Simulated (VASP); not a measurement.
# Al3GaN4 (Pm) in VASP: notebook, part 2 of 2

VASP 6.6.1. Earlier steps stand in the parts before.

### Step 4. Single point, r2SCAN (strain along c alone, the other axes held: +3.0 %, then relaxed in part)

Contents of POSCAR:

```
Al3GaN4
1.0
    5.0380822535      0.0000000000     -0.0000900999
    0.0000000000      3.1249488270      0.0000000000
   -0.0033220332      0.0000000000      5.5727048106
Al Ga N
3 1 4
Direct
    0.5012106738      0.5000000000      0.1665500534
    0.0017090385      0.5000000000      0.8354264631
    0.0020330346      0.0000000000      0.3323987193
    0.5010367448      0.0000000000      0.6653481969
    0.1098430186      0.0000000000      0.6638319383
    0.1213621104      0.5000000000      0.1647098829
    0.6241167740      0.5000000000      0.8432721434
    0.6222876053      0.0000000000      0.3284636026
```

Contents of INCAR.step1:

```
ALGO = Normal
EDIFF = 1E-4
ENCUT = 520
GGA = PE
ISMEAR = 0
LASPH = True
LCHARG = False
LREAL = False
LWAVE = True
NBANDS = 31
NELM = 80
PREC = Accurate
SIGMA = 0.02
```

Contents of INCAR.step2:

```
ALGO = Normal
EDIFF = 1E-7
ENCUT = 520
ISIF = 2
ISMEAR = 0
ISTART = 1
LASPH = True
LCHARG = True
LELF = True
LMIXTAU = True
LREAL = False
LVHAR = True
LWAVE = False
METAGGA = R2SCAN
NBANDS = 31
NELM = 80
PREC = Accurate
SIGMA = 0.02
```

Contents of KPOINTS:

```
k-points
0
Gamma
  6 8 4
```

The run is started by

```sh
cat potpaw_PBE.64/Al/POTCAR potpaw_PBE.64/Ga_d/POTCAR potpaw_PBE.64/N/POTCAR > POTCAR
cp INCAR.step1 INCAR
mpirun -np 1 vasp_std > vasp.out
cp INCAR.step2 INCAR
mpirun -np 1 vasp_std > vasp.out
```

Run time: 5.6 min. Hardware: 1 thread of Intel Xeon 6975P-C (Granite Rapids), shared host; peak memory 0.31 GiB.

The run converged. Its results:

```yaml
Free_energy: -79.4710 eV
Pressure: -5.9 GPa
Largest_force: 0.087 eV/Å
Band_gap_on_the_k_mesh: 3.85 eV
```

Forces on the atoms (eV/Å):
```
Al   0.005  0.000 -0.006
Al  -0.003  0.000 -0.001
Al  -0.001  0.000 -0.003
Ga   0.009  0.000  0.013
N   -0.070  0.000 -0.004
N    0.000  0.000 -0.005
N    0.044  0.000  0.076
N    0.016  0.000 -0.070
```

Stress tensor (GPa, compression positive):
```
 -2.86   0.00   0.01
  0.00  -3.57   0.00
  0.01   0.00 -11.37
```

Levels at points of the mesh, in eV from the valence-band top:
```csv
k point,band 18,band 19,band 20,band 21,band 22,band 23,band 24,band 25
"(0.00, 0.00, 0.00)",-0.66,-0.28,0.00,0.00,3.85,6.13,6.52,6.68
"(0.50, 0.00, 0.00)",-0.89,-0.67,-0.55,-0.26,5.41,5.85,6.08,6.51
"(0.00, 0.50, 0.00)",-1.95,-1.87,-1.58,-1.52,6.29,6.31,8.05,8.10
"(0.50, 0.50, 0.00)",-1.20,-1.19,-1.15,-0.83,6.68,7.02,7.07,7.12
"(0.00, 0.00, 0.50)",-0.62,-0.51,-0.46,-0.14,5.94,6.35,7.64,8.12
"(0.50, 0.00, 0.50)",-1.16,-1.10,-1.08,-0.66,6.43,6.74,6.94,7.06
"(0.00, 0.50, 0.50)",-1.88,-1.80,-0.94,-0.80,5.52,6.12,6.26,6.44
"(0.50, 0.50, 0.50)",-1.59,-1.57,-1.46,-1.15,5.23,5.67,5.72,5.73
```

Caveat: the cell differs from its parent crystal (strain along c alone, the other axes held: +3.0 %, then relaxed in part); the cell stands under tension; the PAW data sets were made with another functional, which shifts forces and pressure a little. A k mesh can miss the band edges.

### Step 5. Single point, r2SCAN

This run uses another cell than the first one: it holds 8 atoms, not 16.

POSCAR is that of step 4.

Contents of INCAR.step1:

```
SYSTEM = Al3GaN4
  ALGO = Normal
  EDIFF = 1E-4
  ENCUT = 520
  GGA = PE
  ISMEAR = 0
  LASPH = .TRUE.
  LCHARG = .FALSE.
  LREAL = .FALSE.
  LWAVE = .TRUE.
  NBANDS = 31
  NELM = 80
  PREC = Accurate
  SIGMA = 0.02
```

Contents of INCAR.step2:

```
SYSTEM = Al3GaN4
  ALGO = Normal
  EDIFF = 1E-7
  ENCUT = 520
  ISIF = 2
  ISMEAR = 0
  ISTART = 1
  LASPH = .TRUE.
  LCHARG = .TRUE.
  LELF = .TRUE.
  LMIXTAU = .TRUE.
  LREAL = .FALSE.
  LVHAR = .TRUE.
  LWAVE = .FALSE.
  METAGGA = R2SCAN
  NBANDS = 31
  NELM = 80
  PREC = Accurate
  SIGMA = 0.02
```

Contents of KPOINTS:

```
k-points
0
G
  6 8 4
  0 0 0
```

The run is started by

```sh
cat potpaw_PBE.64/Al/POTCAR potpaw_PBE.64/Ga_d/POTCAR potpaw_PBE.64/N/POTCAR > POTCAR
cp INCAR.step1 INCAR
mpirun -np 1 vasp_std > vasp.out
cp INCAR.step2 INCAR
mpirun -np 1 vasp_std > vasp.out
```

Wall time 4.9 min (1 thread of Intel Xeon 6975P-C (Granite Rapids), shared host); peak memory 0.31 GiB.

Results (log left out):

```yaml
Free_energy: -79.4710 eV
Pressure: -5.9 GPa
Largest_force: 0.087 eV/Å
Band_gap_on_the_k_mesh: 3.85 eV
```

Forces on the atoms (eV/Å):
```
Al   0.005  0.000 -0.006
Al  -0.003  0.000 -0.001
Al  -0.001  0.000 -0.003
Ga   0.009  0.000  0.013
N   -0.070  0.000 -0.004
N    0.000  0.000 -0.005
N    0.044  0.000  0.076
N    0.016  0.000 -0.070
```

Stress tensor (GPa, compression positive):
```
 -2.86   0.00   0.01
  0.00  -3.57   0.00
  0.01   0.00 -11.37
```

Levels at points of the mesh, in eV from the valence-band top:
```csv
k point,band 17,band 18,band 19,band 20,band 21,band 22,band 23,band 24,band 25,band 26
"(0.00, 0.00, 0.00)",-0.93,-0.66,-0.28,0.00,0.00,3.85,6.13,6.52,6.68,8.32
"(0.50, 0.00, 0.00)",-1.30,-0.89,-0.67,-0.55,-0.26,5.41,5.85,6.08,6.51,9.29
"(0.00, 0.50, 0.00)",-2.97,-1.95,-1.87,-1.58,-1.52,6.29,6.31,8.05,8.10,8.34
"(0.50, 0.50, 0.00)",-3.03,-1.20,-1.19,-1.15,-0.83,6.68,7.02,7.07,7.12,8.74
"(0.00, 0.00, 0.50)",-1.51,-0.62,-0.51,-0.46,-0.14,5.94,6.35,7.64,8.12,8.46
"(0.50, 0.00, 0.50)",-1.43,-1.16,-1.10,-1.08,-0.66,6.43,6.74,6.94,7.06,8.55
"(0.00, 0.50, 0.50)",-2.44,-1.88,-1.80,-0.94,-0.80,5.52,6.12,6.26,6.44,7.47
"(0.50, 0.50, 0.50)",-1.63,-1.59,-1.57,-1.46,-1.15,5.23,5.67,5.72,5.73,8.29
```

Caveat: the cell stands under tension; the PAW data sets were made with another functional, which shifts forces and pressure a little. A k mesh can miss the band edges.

### Step 6. Overview

| cell | k mesh | smearing | gap on the mesh (eV) | pressure (GPa) | largest force (eV/Å) |
| --- | --- | --- | --- | --- | --- |
| a = 5.038, b = 3.125, c = 10.821 Å, 16 atoms, atomic positions A | 5 × 7 × 2 | gaussian 0.05 eV | 4.16 | 0.0 | 0.09 |
| a = 5.038, b = 3.125, c = 5.492 Å, 8 atoms, atomic positions B | 6 × 8 × 4 | gaussian 0.02 eV | 4.01 | -3.1 | 0.09 |
| a = 5.038, b = 3.125, c = 5.573 Å, 8 atoms, atomic positions B | 6 × 8 × 4 | gaussian 0.02 eV | 3.85 | -5.9 | 0.09 |

Alike in all rows: task single point; level r2SCAN; potentials or basis VASP PAW PBE potentials, release 64 (Al, Ga_d, N); no spin polarisation; cutoff (eV) 520.

Caveats: the PAW data sets were made with another functional, which shifts forces and pressure a little; the cell stands under tension (at least some runs).

Absolute energies hang on the potentials; compare differences alone.
